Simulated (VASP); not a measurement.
# BAs (F-43m) in VASP: notebook

BAs is run at these levels: PBE; tasks: single point.

Everything below comes from runs of VASP 6.6.1. Logs are shortened: lines on timing, memory, paths and dates and some standing lists are left out, and cuts for length are marked.

### Step 1. The cell of the first run

It takes space group F-43m (No. 216, cubic). Conventional cell: a = 4.879 Å, b = 4.879 Å, c = 4.879 Å, α = 90.00°, β = 90.00°, γ = 90.00°. B (site symmetry -43m) has 4 As at 2.11 Å within 2.8 Å. Within 2.8 Å of As (site symmetry -43m) lie 4 B at 2.11 Å.

### Step 2. Single point, PBE (strain +2.0%)

File INCAR:

```
SYSTEM = BAs
PREC     = Accurate       ! precision mode
ENCUT    = 520            ! plane-wave cutoff, eV
EDIFF    = 1E-7           ! SCF threshold, eV
ISMEAR   = -1             ! smearing method
SIGMA    = 0.02           ! smearing width, eV
LREAL    = .FALSE.        ! projectors in reciprocal space
LASPH    = .TRUE.         ! aspherical terms in the spheres
NELM     = 80             ! most SCF steps
ALGO     = Normal         ! electronic algorithm
ISIF     = 2              ! what is computed and relaxed
LWAVE    = .FALSE.        ! write WAVECAR
LCHARG   = .FALSE.        ! write CHGCAR
GGA      = PE             ! functional
NBANDS   = 11             ! bands
```

File KPOINTS:

```
regular mesh
0
G
  10 10 10
  0 0 0
```

File POSCAR:

```
BAs
1.0
    0.0000000000      2.4397049562      2.4397049562
    2.4397049562      0.0000000000      2.4397049562
    2.4397049562      2.4397049562      0.0000000000
B As
1 1
Direct
    0.0000000000      0.0000000000      0.0000000000
    0.2500000000      0.2500000000      0.2500000000
```

Potentials or basis: VASP PAW PBE potentials, release 64 (B, As).

Started as:

```
$ cat potpaw_PBE.64/B/POTCAR potpaw_PBE.64/As/POTCAR > POTCAR
$ mpirun -np 1 vasp_std > vasp.out
```

OUTCAR:

```text
SYSTEM = BAs
   PREC = Accurate
   ENCUT = 520
   EDIFF = 1E-7
   ISMEAR = -1
   LREAL = .FALSE.
   LASPH = .TRUE.
   NELM = 80
   ISIF = 2
   GGA = PE

 ion  position               nearest neighbor table
   1  0.000  0.000  0.000-   2 2.11   2 2.11   2 2.11   2 2.11
   2  0.250  0.250  0.250-   1 2.11   1 2.11   1 2.11   1 2.11

  LATTYP: Found a face centered cubic cell.
 ALAT       =     4.8794099124

  Lattice vectors:

 A1 = (   0.0000000000,   2.4397049562,   2.4397049562)
 A2 = (   2.4397049562,   0.0000000000,   2.4397049562)
 A3 = (   2.4397049562,   2.4397049562,   0.0000000000)

Analysis of symmetry for initial positions (statically):
=====================================================================
 Subroutine PRICEL returns:
 Original cell was already a primitive cell.

 Routine SETGRP: Setting up the symmetry group for a
 face centered cubic supercell.

 Subroutine GETGRP returns: Found 24 space group operations
 (whereof 24 operations were pure point group operations)
 out of a pool of 48 trial point group operations.

The static configuration has the point symmetry T_d .

Analysis of symmetry for dynamics (positions and initial velocities):
=====================================================================
 Subroutine PRICEL returns:
 Original cell was already a primitive cell.

 Routine SETGRP: Setting up the symmetry group for a
 face centered cubic supercell.

 Subroutine GETGRP returns: Found 24 space group operations
 (whereof 24 operations were pure point group operations)
 out of a pool of 48 trial point group operations.

The dynamic configuration has the point symmetry T_d .

 Subroutine INISYM returns: Found 24 space group operations
 (whereof 24 operations are pure point group operations),
 and found     1 'primitive' translations

----------------------------------------------------------------------------------------

                                     Primitive cell

  volume of cell :      29.0430

  direct lattice vectors                    reciprocal lattice vectors
     0.000000000  2.439704956  2.439704956    -0.204942814  0.204942814  0.204942814
     2.439704956  0.000000000  2.439704956     0.204942814 -0.204942814  0.204942814
     2.439704956  2.439704956  0.000000000     0.204942814  0.204942814 -0.204942814

  length of vectors
     3.450263837  3.450263837  3.450263837     0.354971367  0.354971367  0.354971367

  position of ions in fractional coordinates (direct lattice)
     0.000000000  0.000000000  0.000000000
     0.250000000  0.250000000  0.250000000

  ion indices of the primitive-cell ions
   primitive index   ion index
                 1           1
                 2           2

----------------------------------------------------------------------------------------

 KPOINTS: regular mesh

Automatic generation of k-mesh.
 Grid dimensions read from file:
 generate k-points for:   10   10   10

 Generating k-lattice:

  Cartesian coordinates                     Fractional coordinates (reciprocal lattice)
    -0.020494281  0.020494281  0.020494281     0.100000000  0.000000000  0.000000000
     0.020494281 -0.020494281  0.020494281     0.000000000  0.100000000  0.000000000
     0.020494281  0.020494281 -0.020494281     0.000000000  0.000000000  0.100000000

  Length of vectors
     0.035497137  0.035497137  0.035497137

  Shift w.r.t. Gamma in fractional coordinates (k-lattice)
     0.000000000  0.000000000  0.000000000

 Subroutine IBZKPT returns following result:
 ===========================================

 Found     47 irreducible k-points:

 Following reciprocal coordinates:
            Coordinates               Weight
  0.000000  0.000000  0.000000      1.000000
  0.100000  0.000000  0.000000      8.000000
  0.200000  0.000000  0.000000      8.000000
  0.300000  0.000000  0.000000      8.000000
  0.400000  0.000000  0.000000      8.000000
  0.500000  0.000000  0.000000      4.000000
[... 16 lines left out ...]
  0.300000  0.300000  0.000000      6.000000
  0.400000  0.300000  0.000000     24.000000
 [... further k-points ...]
   k-points           NKPTS =     47   k-points in BZ     NKDIM =     47   number of bands    NBANDS=     11
   number of dos      NEDOS =    301   number of ions     NIONS =      2
   total plane-waves  NPLWV =  21952
   dimension x,y,z NGX =    28 NGY =   28 NGZ =   28
   dimension x,y,z NGXF=    56 NGYF=   56 NGZF=   56
   ions per type =               1   1
   NGX,Y,Z   is equivalent  to a cutoff of  13.49, 13.49, 13.49 a.u.
   NGXF,Y,Z  is equivalent  to a cutoff of  26.98, 26.98, 26.98 a.u.
 SYSTEM =  BAs
   PREC   = accura    normal or accurate (medium, high low for compatibility)
   ISTART =      0    job   : 0-new  1-cont  2-samecut
   ICHARG =      2    charge: 1-file 2-atom 10-const
   ISPIN  =      1    spin polarized calculation?
   LNONCOLLINEAR =      F non collinear calculations
   LSORBIT =      F    spin-orbit coupling
   LASPH  =      T    aspherical Exc in radial PAW
   ENCUT  =  520.0 eV  38.22 Ry    6.18 a.u.   6.42  6.42  6.42*2*pi/ulx,y,z
   NELM   =     80;   NELMIN=  2; NELMDL= -5     # of ELM steps
   EDIFF  = 0.1E-06   stopping-criterion for ELM
   LREAL  =      F    real-space projection
   EDIFFG = 0.1E-05   stopping-criterion for IOM
   NSW    =      0    number of steps for IOM
   IBRION =     -1    ionic relax: 0-MD 1-quasi-New 2-CG
   NFREE  =      0    steps in history (QN), initial steepest desc. (CG)
   ISIF   =      2    stress and relaxation
   ISYM   =      2    0-nonsym 1-usesym 2-fastsym
   POTIM  = 0.5000    time-step for ionic-motion
   TEBEG  =    0.0;   TEEND  =   0.0 temperature during run
   PSTRESS=    0.0 pullay stress
   NELECT =       8.0000    total number of electrons
   NUPDOWN=      -1.0000    fix difference up-down
   EMIN   =  10.00;   EMAX   =-10.00  energy-range for DOS
   EFERMI =   0.00;   METHOD = LEGACY
   ISMEAR =    -1;   SIGMA  =   0.02  broadening in eV -4-tet -1-fermi 0-gaus
   EFERMI_NEDOS =   21; number of points for ismear=-14 and -15
   IALGO  =     38    algorithm
   IMIX   =      4    mixing-type and parameters
     AMIX     =   0.40;   BMIX     =  1.00
     AMIX_MAG =   1.60;   BMIX_MAG =  1.00
  volume/ion in A,a.u.               =      14.52        98.00
  Fermi-wavevector in a.u.,A,eV,Ry     =   1.065183  2.012904 15.437369  1.134615
  Thomas-Fermi vector in A             =   2.200726
   LORBIT       =      0    0 simple, 1 ext, 2 COOP (PROOUT), +10 PAW based schemes
   GGA     = PE    functional components
   LHFCALC =     F    Hartree Fock is set to
   AEXX    =    0.0000 exact exchange contribution
   IVDW    =     0    specifies the selected vdW correction
   LEPSILON=     F    determine dielectric tensor
   LRPA    =     F    only Hartree local field effects (RPA)
 non-spin polarized calculation
  energy-cutoff  :      520.00
  volume of cell :       29.04
 maximum number of plane-waves:       801
 NGX is ok and might be reduce to    28
   NGX = 13   NGY = 13   NGZ = 13

 number of electron       7.9999999 magnetization

 Free energy of the ion-electron system (eV)
  ---------------------------------------------------
  ext. energy  EPLUGINS =         0.00000000
  ---------------------------------------------------
  free energy    TOTEN  =       -11.39693309 eV

  energy without entropy =      -11.39693309  energy(sigma->0) =      -11.39693309

 E-fermi :   5.8378     XC(G=0): -10.3105

 val. band max:        5.4425469535   @ k =   0.0000   0.0000   0.0000
 cond. band min:       6.6814082032   @ k =   0.4000   0.4000   0.0000
 fundamental gap:      1.2388612497
 Fermi energy:         5.8378105201

 k-point     1 :       0.0000    0.0000    0.0000
  band No.  band energies     occupation
      1      -9.3942      2.00000
      2       5.4425      2.00000
      3       5.4425      2.00000
      4       5.4425      2.00000
      5       8.6419      0.00000
      6       8.6419      0.00000
      7       8.6419      0.00000
      8       9.3359      0.00000
      9      14.7278      0.00000
     10      18.1408      0.00000
     11      18.1408      0.00000

 k-point     2 :       0.1000    0.0000    0.0000
  band No.  band energies     occupation
      1      -9.2396      2.00000
      2       4.0795      2.00000
      3       5.1627      2.00000
      4       5.1627      2.00000
      5       8.6331      0.00000
      6       9.0123      0.00000
      7       9.0123      0.00000
      8      10.3747      0.00000
      9      15.3295      0.00000
     10      17.1494      0.00000
     11      17.1494      0.00000

 k-point     3 :       0.2000    0.0000    0.0000
  band No.  band energies     occupation
      1      -8.7845      2.00000
      2       1.8160      2.00000
      3       4.6238      2.00000
      4       4.6238      2.00000
      5       8.3349      0.00000
      6       9.6950      0.00000
      7       9.6950      0.00000
      8      12.1117      0.00000
      9      16.3161      0.00000
     10      16.4606      0.00000
     11      16.4606      0.00000

 k-point     4 :       0.3000    0.0000    0.0000
  band No.  band energies     occupation
      1      -8.0678      2.00000
      2      -0.3552      2.00000
      3       4.1434      2.00000
      4       4.1434      2.00000
      5       8.0359      0.00000
      6      10.1086      0.00000
      7      10.1086      0.00000
      8      13.5197      0.00000
      9      16.4391      0.00000
     10      16.8501      0.00000
     11      16.8501      0.00000
[... 239 lines left out ...]
 k-point    22 :      -0.2000    0.2000    0.0000
  band No.  band energies     occupation
      1      -7.8208      2.00000
      2       0.1330      2.00000
      3       1.6336      2.00000
      4       4.2259      2.00000
      5       9.1286      0.00000
      6      10.3939      0.00000
      7      11.1928      0.00000
      8      12.1406      0.00000
      9      15.2380      0.00000
     10      17.6631      0.00000
     11      18.9847      0.00000

 k-point    23 :       0.3000    0.3000    0.0000
  band No.  band energies     occupation
      1      -7.5967      2.00000
      2       0.3146      2.00000
      3       2.4625      2.00000
      4       2.4625      2.00000
      5       6.8811      0.00000
      6       9.0520      0.00000
      7      13.4999      0.00000
      8      13.4999      0.00000
      9      15.8887      0.00000
     10      19.8003      0.00000
     11      20.2067      0.00000

 k-point    24 :       0.4000    0.3000    0.0000
  band No.  band energies     occupation
      1      -6.9224      2.00000
      2      -0.8484      2.00000
      3       1.7248      2.00000
      4       2.1820      2.00000
      5       7.1700      0.00000
      6       8.8073      0.00000
      7      13.8365      0.00000
      8      14.0987      0.00000
      9      16.9521      0.00000
     10      20.4703      0.00000
     11      20.9072      0.00000

 [... further k-points ...]

------------------------ aborting loop because EDIFF is reached ----------------------------------------

  FORCE on cell =-STRESS in cart. coord.  units (eV):
  Direction    XX          YY          ZZ          XY          YZ          ZX
  --------------------------------------------------------------------------------------
  -------------------------------------------------------------------------------------
  Total       -0.8584080     -0.8584080     -0.8584080      0.0000000      0.0000000      0.0000000
  in kB      -47.3546268    -47.3546268    -47.3546268      0.0000000      0.0000000      0.0000000
  external PRESSURE =     -47.3546268 kB  Pullay stress =       0.0000000 kB

 VOLUME and BASIS-vectors are now :
 -----------------------------------------------------------------------------
  energy-cutoff  :      520.00
  volume of cell :       29.04
      direct lattice vectors                 reciprocal lattice vectors
     0.000000000  2.439704956  2.439704956    -0.204942814  0.204942814  0.204942814
     2.439704956  0.000000000  2.439704956     0.204942814 -0.204942814  0.204942814
     2.439704956  2.439704956  0.000000000     0.204942814  0.204942814 -0.204942814

 POSITION                                       TOTAL-FORCE (eV/Angst)
 -----------------------------------------------------------------------------------
      0.00000      0.00000      0.00000         0.000000      0.000000      0.000000
      1.21985      1.21985      1.21985        -0.000000     -0.000000     -0.000000
 -----------------------------------------------------------------------------------
    total drift:                               -0.000000     -0.000000     -0.000000

  FREE ENERGIE OF THE ION-ELECTRON SYSTEM (eV)
  ---------------------------------------------------
  free  energy   TOTEN  =       -11.3969330906 eV

  energy  without entropy=      -11.3969330906  energy(sigma->0) =      -11.39693309
```

It took 14 s on 1 thread of Intel Xeon 6975P-C, shared host; peak memory 0.16 GiB.

Results:

- Free energy: -11.3969 eV
- Pressure: -4.7 GPa
- Band gap on the k mesh: 1.24 eV, indirect (least direct gap 3.20 eV)

Caveat: the cell differs from its parent crystal (strain +2.0%). A k mesh can miss the band edges.

[end of part 1 of 2]
